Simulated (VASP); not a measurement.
# SnO2 (Pa-3) in VASP: a series of runs, part 2 of 2

VASP 6.6.1. Earlier steps stand in the parts before.

## Step 4: Single point, LDA

This run uses another cell than the first one, of 10.85 Å³/atom.

The input, INCAR:

```
SYSTEM = SnO2
PREC = Accurate
ENCUT = 520
EDIFF = 1E-7
ISMEAR = -1
SIGMA = 0.05
LREAL = .FALSE.
LASPH = .TRUE.
NELM = 80
ALGO = Normal
ISIF = 2
LWAVE = .FALSE.
LCHARG = .TRUE.
GGA = CA
LELF = .TRUE.
LVHAR = .TRUE.
NBANDS = 64
```

The input, KPOINTS:

```
regular mesh
0
G
  5 5 5
  0 0 0
```

The input, POSCAR:

```
SnO2
1.0
    5.0679617804      0.0000000000      0.0000000000
    0.0000000000      5.0679617804      0.0000000000
    0.0000000000      0.0000000000      5.0679617804
Sn O
4 8
Direct
    0.0000000000      0.0000000000      0.0000000000
    0.5000000000      0.0000000000      0.5000000000
    0.5000000000      0.5000000000      0.0000000000
    0.0000000000      0.5000000000      0.5000000000
    0.6603402245      0.8396597755      0.1603402245
    0.8396597755      0.1603402245      0.6603402245
    0.1603402245      0.6603402245      0.8396597755
    0.3396597755      0.3396597755      0.3396597755
    0.6603402245      0.6603402245      0.6603402245
    0.8396597755      0.3396597755      0.1603402245
    0.1603402245      0.8396597755      0.3396597755
    0.3396597755      0.1603402245      0.8396597755
```

Potentials or basis: VASP PAW LDA potentials, release 64 (Sn_d, O).

The run is started by

```console
cat potpaw_LDA.64/Sn_d/POTCAR potpaw_LDA.64/O/POTCAR > POTCAR
mpirun -np 1 vasp_std > vasp.out
```

OUTCAR:

```text
SYSTEM = SnO2
   PREC = Accurate
   ENCUT = 520
   EDIFF = 1E-7
   ISMEAR = -1
   LREAL = .FALSE.
   LASPH = .TRUE.
   NELM = 80
   ISIF = 2
   GGA = CA

 ion  position               nearest neighbor table
   1  0.000  0.000  0.000-   5 2.07   6 2.07   7 2.07  10 2.07  11 2.07  12 2.07   2 3.58   3 3.58
                             4 3.58   2 3.58   4 3.58   3 3.58   4 3.58   4 3.58   2 3.58   3 3.58
   2  0.500  0.000  0.500-   5 2.07   6 2.07   8 2.07   9 2.07  11 2.07  12 2.07   1 3.58   3 3.58
                             4 3.58   1 3.58   3 3.58   3 3.58   4 3.58   3 3.58   1 3.58   4 3.58
   3  0.500  0.500  0.000-   5 2.07   7 2.07   8 2.07   9 2.07  10 2.07  12 2.07   1 3.58   2 3.58
                             4 3.58   2 3.58   4 3.58   1 3.58   2 3.58   2 3.58   1 3.58   4 3.58
   4  0.000  0.500  0.500-   6 2.07   7 2.07   8 2.07   9 2.07  10 2.07  11 2.07   1 3.58   2 3.58
                             3 3.58   1 3.58   3 3.58   1 3.58   2 3.58   1 3.58   2 3.58   3 3.58
   5  0.660  0.840  0.160-   1 2.07   2 2.07   3 2.07
   6  0.840  0.160  0.660-   1 2.07   2 2.07   4 2.07
   7  0.160  0.660  0.840-   1 2.07   3 2.07   4 2.07
   8  0.340  0.340  0.340-   2 2.07   3 2.07   4 2.07
   9  0.660  0.660  0.660-   2 2.07   3 2.07   4 2.07
  10  0.840  0.340  0.160-   1 2.07   3 2.07   4 2.07
  11  0.160  0.840  0.340-   1 2.07   2 2.07   4 2.07
  12  0.340  0.160  0.840-   1 2.07   2 2.07   3 2.07

  LATTYP: Found a simple cubic cell.
 ALAT       =     5.0679617804

  Lattice vectors:

 A1 = (   5.0679617804,   0.0000000000,   0.0000000000)
 A2 = (   0.0000000000,   5.0679617804,   0.0000000000)
 A3 = (   0.0000000000,   0.0000000000,   5.0679617804)

Analysis of symmetry for initial positions (statically):
=====================================================================
 Subroutine PRICEL returns:
 Original cell was already a primitive cell.

 Routine SETGRP: Setting up the symmetry group for a
 simple cubic supercell.

 Subroutine GETGRP returns: Found 24 space group operations
[... 155 lines left out ...]
   LRPA    =     F    only Hartree local field effects (RPA)
 non-spin polarized calculation
  energy-cutoff  :      520.00
  volume of cell :      130.17
 maximum number of plane-waves:      3524
 NGX is ok and might be reduce to    40
   NGX = 19   NGY = 19   NGZ = 19

 number of electron     104.0000084 magnetization

 Free energy of the ion-electron system (eV)
  ---------------------------------------------------
  ext. energy  EPLUGINS =         0.00000000
  ---------------------------------------------------
  free energy    TOTEN  =       -83.71894317 eV

  energy without entropy =      -83.71894161  energy(sigma->0) =      -83.71894239

 E-fermi :   7.7305     XC(G=0): -12.4732

 val. band max:        7.0700161819   @ k =  -0.2000   0.4000   0.0000
 cond. band min:       8.2044440921   @ k =   0.0000   0.0000   0.0000
 fundamental gap:      1.1344279101
 Fermi energy:         7.7305177843

 k-point     1 :       0.0000    0.0000    0.0000
  band No.  band energies     occupation
      1     -13.6948      2.00000
      2     -13.6948      2.00000
      3     -13.6948      2.00000
      4     -12.8472      2.00000
      5     -12.8472      2.00000
      6     -12.8472      2.00000
[... 726 lines left out ...]
     63      18.0809      0.00000
     64      18.6607      0.00000

------------------------ aborting loop because EDIFF is reached ----------------------------------------

  FORCE on cell =-STRESS in cart. coord.  units (eV):
  Direction    XX          YY          ZZ          XY          YZ          ZX
  --------------------------------------------------------------------------------------
  -------------------------------------------------------------------------------------
  Total        0.8612121      0.8612121      0.8612121      0.0000000      0.0000000      0.0000000
  in kB       10.6003624     10.6003624     10.6003624      0.0000000      0.0000000      0.0000000
  external PRESSURE =      10.6003624 kB  Pullay stress =       0.0000000 kB

 VOLUME and BASIS-vectors are now :
 -----------------------------------------------------------------------------
  energy-cutoff  :      520.00
  volume of cell :      130.17
      direct lattice vectors                 reciprocal lattice vectors
     5.067961780  0.000000000  0.000000000     0.197317984  0.000000000  0.000000000
     0.000000000  5.067961780  0.000000000     0.000000000  0.197317984  0.000000000
     0.000000000  0.000000000  5.067961780     0.000000000  0.000000000  0.197317984

 POSITION                                       TOTAL-FORCE (eV/Angst)
 -----------------------------------------------------------------------------------
      0.00000      0.00000      0.00000        -0.000000     -0.000000      0.000000
      2.53398      0.00000      2.53398        -0.000000     -0.000000      0.000000
      2.53398      2.53398      0.00000        -0.000000     -0.000000      0.000000
      0.00000      2.53398      2.53398        -0.000000     -0.000000      0.000000
      3.34658      4.25536      0.81260        -0.000931      0.000931     -0.000931
      4.25536      0.81260      3.34658         0.000931     -0.000931     -0.000931
      0.81260      3.34658      4.25536        -0.000931     -0.000931      0.000931
      1.72138      1.72138      1.72138         0.000931      0.000931      0.000931
      3.34658      3.34658      3.34658        -0.000931     -0.000931     -0.000931
      4.25536      1.72138      0.81260         0.000931      0.000931     -0.000931
      0.81260      4.25536      1.72138        -0.000931      0.000931      0.000931
      1.72138      0.81260      4.25536         0.000931     -0.000931      0.000931
 -----------------------------------------------------------------------------------
    total drift:                                0.000000      0.000000     -0.000000

  FREE ENERGIE OF THE ION-ELECTRON SYSTEM (eV)
  ---------------------------------------------------
  free  energy   TOTEN  =       -83.7189431745 eV

  energy  without entropy=      -83.7189416107  energy(sigma->0) =      -83.71894239
```

stdout:

```text
POSCAR found type information on POSCAR SnO
 POSCAR found :  2 types and      12 ions
 scaLAPACK will be used
 LDA part: xc-table for (Slater(with rela. corr.)+CA(PZ))
 , standard interpolation
 POSCAR, INCAR and KPOINTS ok, starting setup
 FFT: planning ... GRIDC
 FFT: planning ... GRID_SOFT
 FFT: planning ... GRID
 WAVECAR not read
 entering main loop
```

Run time: 3.1 min. Hardware: 1 thread of AMD EPYC 7R43 (Zen 3), shared host; peak memory 0.19 GiB.

Results:

```yaml
Free_energy: -83.7189 eV
Pressure: 1.1 GPa
Band_gap_on_the_k_mesh: 1.13 eV (least direct gap 1.22 eV)
```

Levels at points of the mesh, in eV from the valence-band top:
| k point | band 48 | band 49 | band 50 | band 51 | band 52 | band 53 | band 54 | band 55 | band 56 | band 57 |
| --- | --- | --- | --- | --- | --- | --- | --- | --- | --- | --- |
| (0.00, 0.00, 0.00) | -0.69 | -0.29 | -0.08 | -0.08 | -0.08 | 1.13 | 6.25 | 6.25 | 6.25 | 7.64 |

Caveat: spin-orbit coupling is left out, which moves the levels of the heavy elements; an odd mesh through Γ misses points on the zone boundary, where band edges can lie.

## Step 5: Overview

| task | level | potentials or basis | cell | cutoff (eV) | gap on the mesh (eV) | pressure (GPa) |
| --- | --- | --- | --- | --- | --- | --- |
| single point | revPBE | VASP PAW PBE potentials, release 64 (Sn_d, O) | a = 5.198 Å, 12 atoms | 520 | 0.49 | 0.6 |
| relaxation of cell and atoms | revPBE | VASP PAW PBE potentials, release 64 (Sn_d, O) | relaxed from a = 5.175 Å, 12 atoms | 600 | 0.48 | 0.0 |
| single point | LDA | VASP PAW LDA potentials, release 64 (Sn_d, O) | a = 5.068 Å, 12 atoms | 520 | 1.13 | 1.1 |

Alike in all rows: no spin polarisation; k mesh 5 × 5 × 5; smearing fermi-dirac 0.05 eV.

Caveats: spin-orbit coupling is left out, which moves the levels of the heavy elements; an odd mesh through Γ misses points on the zone boundary, where band edges can lie; the PAW data sets were made with another functional, which shifts forces and pressure a little (at least some runs).

Total energies depend on the potentials used, so only differences within one code and one set of settings carry meaning.
